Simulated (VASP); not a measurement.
Zr3HC2: single point with PBEsol

Zr3HC2:

```
Zr H C
1.0
     3.35958    0.00000    0.00000
    -1.67979    2.90948    0.00000
     0.00000    0.00000    8.02385
Zr H C
3 1 2
Direct
  0.00000 0.00000 0.50000
  0.33333 0.66667 0.17808
  0.66667 0.33333 0.82191
  0.00000 0.00000 0.00000
  0.33333 0.66667 0.67558
  0.66667 0.33333 0.32442
```

```
Program             : VASP 6.6.1
Task                : single point
Functional          : PBEsol
Potentials or basis : VASP PAW PBE potentials, release 64 (Zr_sv, H, C)
Cutoff              : 520 eV
k mesh              : 8 × 8 × 3
Occupations         : gaussian, width 0.5 eV
Spin                : no spin polarisation
```

```json
{"Pressure": "-6.2 GPa", "Largest force": "0.345 eV/Å", "Band gap on the k mesh": "zero (an odd number of electrons rules out a gap without spin polarisation)"}
```

Forces in eV/Å, atoms in the order of the input:
```
Zr   0.000  0.000  0.000
Zr   0.000  0.000  0.345
Zr   0.000  0.000 -0.345
H    0.000  0.000  0.000
C    0.000  0.000 -0.044
C    0.000  0.000  0.044
```

Stress tensor (GPa, compression positive):
```
-6.47  0.00  0.00
 0.00 -6.47  0.00
 0.00  0.00 -5.58
```

Levels at points of the mesh, in eV from the Fermi level:
| k point | band 20 | band 21 | band 22 | band 23 | band 24 | band 25 | band 26 | band 27 |
| --- | --- | --- | --- | --- | --- | --- | --- | --- |
| (0.00, 0.00, 0.00) | -1.97 | -1.97 | 0.62 | 0.62 | 1.03 | 2.61 | 2.61 | 2.69 |
| (0.50, 0.00, 0.00) | -2.32 | -2.03 | -1.81 | 0.15 | 1.96 | 3.01 | 3.06 | 3.76 |

Run time: 47 s on 1 thread of Intel(R) Xeon(R) Platinum 8559C (Emerald Rapids) (shared host), peak memory 0.22 GiB.

Caveat: the cell stands under tension; so wide a smearing shifts energies and pressures; the PAW data sets were made with another functional, which shifts forces and pressure a little; an odd number of electrons without spin polarisation forces a metal; a magnetic or distorted state may lie lower.
